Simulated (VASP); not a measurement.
# AlP3 (Pm-3m) in VASP: a series of runs, part 2 of 2

VASP 6.6.1. The steps go on from the part before.

### 5 Single point, PBE

This run uses another cell than the first one, of 15.10 Å³/atom, 1.003 times its volume.

INCAR

```
  PREC = Accurate
  ENCUT = 520
  EDIFF = 1E-6
  ISMEAR = 0
  SIGMA = 0.1
  LREAL = F
  LASPH = T
  NELM = 100
  ALGO = Normal
  ISIF = 2
  LWAVE = F
  LCHARG = T
  GGA = PE
  LELF = T
  LVHAR = T
  NBANDS = 17
```

KPOINTS

```
regular mesh
0
Gamma
  12 12 12
```

POSCAR

```
AlP3
1.0
    3.9236647760      0.0000000000      0.0000000000
    0.0000000000      3.9236647760      0.0000000000
    0.0000000000      0.0000000000      3.9236647760
Al P
1 3
Direct
    0.0000000000      0.0000000000      0.0000000000
    0.0000000000      0.5000000000      0.5000000000
    0.5000000000      0.0000000000      0.5000000000
    0.5000000000      0.5000000000      0.0000000000
```

Run with:

```bash
cat potpaw_PBE.64/Al/POTCAR potpaw_PBE.64/P/POTCAR > POTCAR
mpirun -np 1 vasp_std > vasp.out
```

Wall time 57 s (1 thread of Intel Xeon Platinum 8375C at 2.90GHz (Ice Lake), shared host); peak memory 0.21 GiB.

The run converged. Its results:

```
Free energy            : -17.8731 eV
Pressure               : -0.1 GPa
Band gap on the k mesh : zero (band 9 reaches 13.77 eV, above the bottom of band 10 at 7.47 eV)
```

Levels at points of the mesh, in eV from the Fermi level:
| k point | band 5 | band 6 | band 7 | band 8 | band 9 | band 10 | band 11 | band 12 | band 13 | band 14 |
| --- | --- | --- | --- | --- | --- | --- | --- | --- | --- | --- |
| (0.00, 0.00, 0.00) | -5.99 | -5.99 | -2.65 | 0.51 | 0.51 | 0.51 | 2.57 | 2.57 | 2.57 | 4.58 |
| (0.50, 0.00, 0.00) | -4.38 | -3.21 | -3.21 | -3.18 | -2.48 | -1.63 | 2.53 | 2.53 | 4.08 | 4.21 |
| (0.50, 0.50, 0.00) | -2.75 | -2.25 | -2.24 | -2.24 | -1.83 | -1.83 | 1.08 | 1.28 | 4.02 | 4.06 |
| (0.50, 0.50, 0.50) | -7.11 | -7.11 | -7.11 | -4.52 | 4.47 | 4.47 | 4.47 | 4.53 | 4.53 | 9.63 |

### 6 Relaxation of cell and atoms, PBE

INCAR

```
  ALGO = Normal
  EDIFF = 1E-7
  EDIFFG = -0.01
  ENCUT = 600
  GGA = PE
  IBRION = 2
  ISIF = 3
  ISMEAR = 0
  LASPH = True
  LCHARG = False
  LREAL = False
  LWAVE = False
  NELM = 100
  NSW = 100
  PREC = Accurate
  SIGMA = 0.1
```

KPOINTS

```
k-points
0
Gamma
  12 12 12
```

POSCAR

```
AlP3
1.0
    3.9201296128      0.0000000000      0.0000000000
    0.0000000000      3.9201296128      0.0000000000
    0.0000000000      0.0000000000      3.9201296128
Al P
1 3
Direct
    0.0000000000      0.0000000000      0.0000000000
    0.0000000000      0.5000000000      0.5000000000
    0.5000000000      0.0000000000      0.5000000000
    0.5000000000      0.5000000000      0.0000000000
```

Potentials or basis: VASP PAW PBE potentials, release 64 (Al, P).

Run with:

```bash
cat potpaw_PBE.64/Al/POTCAR potpaw_PBE.64/P/POTCAR > POTCAR
mpirun -np 1 vasp_std > vasp.out
```

OUTCAR:

```text
EDIFF = 1E-7
   EDIFFG = -0.01
   ENCUT = 600
   GGA = PE
   IBRION = 2
   ISIF = 3
   ISMEAR = 0
   LASPH = True
   LREAL = False
   NELM = 100
   NSW = 100
   PREC = Accurate

 ion  position               nearest neighbor table
   1  0.000  0.000  0.000-   2 2.77   3 2.77   4 2.77   2 2.77   3 2.77   2 2.77   4 2.77   2 2.77
                             3 2.77   4 2.77   3 2.77   4 2.77
   2  0.000  0.500  0.500-   1 2.77   3 2.77   4 2.77   1 2.77   4 2.77   1 2.77   3 2.77   1 2.77
                             3 2.77   4 2.77   4 2.77   3 2.77
   3  0.500  0.000  0.500-   1 2.77   2 2.77   4 2.77   1 2.77   4 2.77   2 2.77   4 2.77   4 2.77
                             1 2.77   2 2.77   1 2.77   2 2.77
   4  0.500  0.500  0.000-   1 2.77   2 2.77   3 2.77   2 2.77   3 2.77   1 2.77   3 2.77   3 2.77
                             1 2.77   2 2.77   2 2.77   1 2.77

  LATTYP: Found a simple cubic cell.
 ALAT       =     3.9201296128

  Lattice vectors:

 A1 = (   3.9201296128,   0.0000000000,   0.0000000000)
 A2 = (   0.0000000000,   3.9201296128,   0.0000000000)
 A3 = (   0.0000000000,   0.0000000000,   3.9201296128)

Analysis of symmetry for initial positions (statically):
=====================================================================
 Subroutine PRICEL returns:
 Original cell was already a primitive cell.

 Routine SETGRP: Setting up the symmetry group for a
 simple cubic supercell.

 Subroutine GETGRP returns: Found 48 space group operations
[... 9 lines left out ...]

 Routine SETGRP: Setting up the symmetry group for a
 simple cubic supercell.

 Subroutine GETGRP returns: Found 48 space group operations
[... 11 lines left out ...]
                                     Primitive cell

  volume of cell :      60.2423

  direct lattice vectors                    reciprocal lattice vectors
     3.920129613  0.000000000  0.000000000     0.255093606  0.000000000  0.000000000
     0.000000000  3.920129613  0.000000000     0.000000000  0.255093606  0.000000000
     0.000000000  0.000000000  3.920129613     0.000000000  0.000000000  0.255093606

  length of vectors
     3.920129613  3.920129613  3.920129613     0.255093606  0.255093606  0.255093606

[... 166 lines left out ...]
  free  energy   TOTEN  =       -17.8732197252 eV

  energy  without entropy=      -17.8602322204  energy(sigma->0) =      -17.86672597

--------------------------------------- Ionic step        2  -------------------------------------------

 number of electron      18.0000002 magnetization

 Free energy of the ion-electron system (eV)
  ---------------------------------------------------
  ext. energy  EPLUGINS =         0.00000000
  ---------------------------------------------------
  free energy    TOTEN  =       -17.87326554 eV

  energy without entropy =      -17.86030851  energy(sigma->0) =      -17.86678703

 E-fermi :   9.3053     XC(G=0): -11.0982

 val. band max:        9.2956514018   @ k =   0.3333   0.3333   0.2500
 cond. band min:       9.3116651122   @ k =   0.3333   0.1667   0.0833
 fundamental gap:      0.0160137104
 Fermi energy:         9.3052832427

 k-point     1 :       0.0000    0.0000    0.0000
  band No.  band energies     occupation
      1      -6.0991      2.00000
      2       1.3495      2.00000
      3       1.3495      2.00000
      4       3.3119      2.00000
      5       3.3119      2.00000
      6       3.3119      2.00000
      7       6.6518      2.00000
      8       9.8133      0.00000
      9       9.8133      0.00000
     10       9.8133      0.00000
     11      11.8741      0.00000
     12      11.8741      0.00000
     13      11.8741      0.00000
[... 354 lines left out ...]
  band No.  band energies     occupation
      1      -3.7499      2.00000
      2      -2.1580      2.00000
      3      -0.7851      2.00000
      4       1.9982      2.00000
      5       5.5642      2.00000
      6       5.6247      2.00000
      7       7.0865      2.00000
      8       7.3681      2.00000
      9       8.4924      2.00000
     10       8.6135      2.00000
     11      11.2824      0.00000
     12      11.4119      0.00000
     13      11.4809      0.00000

 [... further k-points ...]
[... 5 lines left out ...]
  --------------------------------------------------------------------------------------
  -------------------------------------------------------------------------------------
  Total       -0.0063873     -0.0063873     -0.0063873     -0.0000000      0.0000000      0.0000000
  in kB       -0.1695407     -0.1695407     -0.1695407     -0.0000000      0.0000000      0.0000000
  external PRESSURE =      -0.1695407 kB  Pullay stress =       0.0000000 kB

 VOLUME and BASIS-vectors are now :
 -----------------------------------------------------------------------------
  energy-cutoff  :      600.00
  volume of cell :       60.36
      direct lattice vectors                 reciprocal lattice vectors
     3.922699126 -0.000000000  0.000000000     0.254926510 -0.000000000  0.000000000
     0.000000000  3.922699126  0.000000000     0.000000000  0.254926510 -0.000000000
    -0.000000000  0.000000000  3.922699126    -0.000000000 -0.000000000  0.254926510

 POSITION                                       TOTAL-FORCE (eV/Angst)
 -----------------------------------------------------------------------------------
      0.00000      0.00000      0.00000        -0.000000     -0.000000      0.000000
     -0.00000      1.96135      1.96135        -0.000000     -0.000000      0.000000
      1.96135      0.00000      1.96135        -0.000000     -0.000000      0.000000
      1.96135      1.96135      0.00000         0.000000      0.000000      0.000000
 -----------------------------------------------------------------------------------
    total drift:                                0.000000     -0.000000     -0.000000

  FREE ENERGIE OF THE ION-ELECTRON SYSTEM (eV)
  ---------------------------------------------------
  free  energy   TOTEN  =       -17.8732655437 eV

  energy  without entropy=      -17.8603085105  energy(sigma->0) =      -17.86678703

 reached required accuracy - stopping structural energy minimisation
```

CONTCAR:

```text
AlP3
   1.00000000000000
     3.9226991264695417   -0.0000000000000000    0.0000000000000000
     0.0000000000000000    3.9226991264695417    0.0000000000000000
    -0.0000000000000000    0.0000000000000000    3.9226991264695417
  Al              P
     1     3
Direct
     0.0000000000000000    0.0000000000000000    0.0000000000000000
     0.0000000000000000    0.5000000000000000    0.5000000000000000
     0.5000000000000000    0.0000000000000000    0.5000000000000000
     0.5000000000000000    0.5000000000000000    0.0000000000000000

  0.00000000E+00  0.00000000E+00  0.00000000E+00
  0.00000000E+00  0.00000000E+00  0.00000000E+00
  0.00000000E+00  0.00000000E+00  0.00000000E+00
  0.00000000E+00  0.00000000E+00  0.00000000E+00
```

It took 67 s on 1 thread of Intel Xeon Platinum 8375C at 2.90GHz (Ice Lake), shared host; peak memory 0.22 GiB.

What came out:

```
Free energy                            : -17.8733 eV
Relaxed volume                         : 15.09 Å³/atom
Relaxed cell                           : a = 3.923 Å, b = 3.923 Å, c = 3.923 Å, α = 90.00°, β = 90.00°, γ = 90.00°
Space group after relaxing (to 0.05 Å) : Pm-3m (No. 221)
Energy gained by relaxing              : 0.0 meV/atom
Ionic steps                            : 2
Pressure after relaxing                : 0.0 GPa
Band gap on the k mesh                 : zero (band 9 reaches 13.78 eV, above the bottom of band 10 at 7.48 eV)
```

Final structure:
```yaml
crystal:
  lattice:
    - [3.92270, 0.00000, 0.00000]
    - [0.00000, 3.92270, 0.00000]
    - [0.00000, 0.00000, 3.92270]
  atoms:
    - { symbol: Al, position: [0.00000, 0.00000, 0.00000] }
    - { symbol: P, position: [0.00000, 0.50000, 0.50000] }
    - { symbol: P, position: [0.50000, 0.00000, 0.50000] }
    - { symbol: P, position: [0.50000, 0.50000, 0.00000] }
```

### 7 Summary

```tsv
task	cell	k mesh	cutoff (eV)	gap on the mesh (eV)	pressure (GPa)	relaxed volume (Å³/atom)
single point	a = 3.920 Å, 4 atoms	10 × 10 × 10	520	none	-0.1	-
relaxation of cell and atoms	relaxed from a = 4.025 Å, 4 atoms	10 × 10 × 10	600	none	0.0	15.04
single point	a = 4.025 Å, 4 atoms	4 × 4 × 4	520	none	-3.1	-
single point	a = 3.924 Å, 4 atoms	12 × 12 × 12	520	none	-0.1	-
relaxation of cell and atoms	relaxed from a = 3.920 Å, 4 atoms	12 × 12 × 12	600	none	0.0	15.09
```

Alike in all rows: level PBE; potentials or basis VASP PAW PBE potentials, release 64 (Al, P); no spin polarisation; smearing gaussian 0.1 eV.

Caveats: some runs use coarse meshes.

Total energies depend on the potentials used, so only differences within one code and one set of settings carry meaning.
